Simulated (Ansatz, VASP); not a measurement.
# One calculation of AlN, two programs

The input INCAR:

```
PREC = Accurate
ENCUT = 520
EDIFF = 1E-7
ISMEAR = -1
SIGMA = 0.05
LREAL = F
LASPH = T
NELM = 100
ALGO = Normal
ISIF = 2
LWAVE = F
LCHARG = F
GGA = PS
NBANDS = 16
```

The input KPOINTS:

```
Automatic mesh
0
Gamma
  10 10 6
```

File POSCAR:

```
AlN
1.0
    3.0921067530      0.0000000000      0.0000000000
   -1.5460533765      2.6778429994      0.0000000000
    0.0000000000      0.0000000000      4.9475694625
Al N
2 2
Direct
    0.6666666667      0.3333333333      0.5000000000
    0.3333333333      0.6666666667      0.0000000000
    0.6666666667      0.3333333333      0.8800000000
    0.3333333333      0.6666666667      0.3800000000
```

File input.yaml:

```yaml
crystal:
  lattice:
    - [3.092106753, 0.0, 0.0]
    - [-1.5460533765, 2.6778429994, 0.0]
    - [0.0, 0.0, 4.9475694625]
  atoms:
    - { symbol: Al, position: [0.6666666667, 0.3333333333, 0.5] }
    - { symbol: Al, position: [0.3333333333, 0.6666666667, 0.0] }
    - { symbol: "N", position: [0.6666666667, 0.3333333333, 0.88] }
    - { symbol: "N", position: [0.3333333333, 0.6666666667, 0.38] }
kpoints:
  mp_grid: { grid: [10, 10, 6] }
scf:
  occupations: { method: fermi_dirac, width: 0.05 }
hamiltonian:
  xc: pbesol
  pseudopotentials: { kind: all_electron, lapw: { basis_error: 0.002 } }
output:
  forces: true
  stress: true
  eigenvalues: true
```

Change from the starting cell: volume scaled by 0.98.

Alike in both runs: task single point; functional PBEsol; k mesh 10 × 10 × 6; occupations fermi-dirac, width 0.05 eV; no spin polarisation.

|  | VASP | Ansatz |
| --- | --- | --- |
| version | VASP 6.6.1 | Ansatz 0.2.0 |
| potentials or method | VASP PAW PBE potentials, release 64 (Al, N), cutoff 520 eV | all-electron LAPW, scalar-relativistic |

VASP gave:

```
gap on the k mesh at the Fermi level (eV)                     : 4.33
least direct gap on the mesh (eV)                             : 4.33
pressure (GPa)                                                : 4.5
traceless stress, the component that is largest in VASP (GPa) : 0.92
rms of the force components (eV/Å)                            : 0.085
```

Task: Which values does Ansatz return?

Result: gap on the k mesh at the Fermi level (eV): 4.32; least direct gap on the mesh (eV): 4.32; pressure (GPa): 4.3; traceless stress, the component that is largest in VASP (GPa): 0.91; rms of the force components (eV/Å): 0.084.

VASP's potentials were made for PBE, not for PBEsol. Atom by atom the forces differ by 0.001 eV/Å (rms over components). Ansatz ran all-electron here, and VASP with PAW potentials.
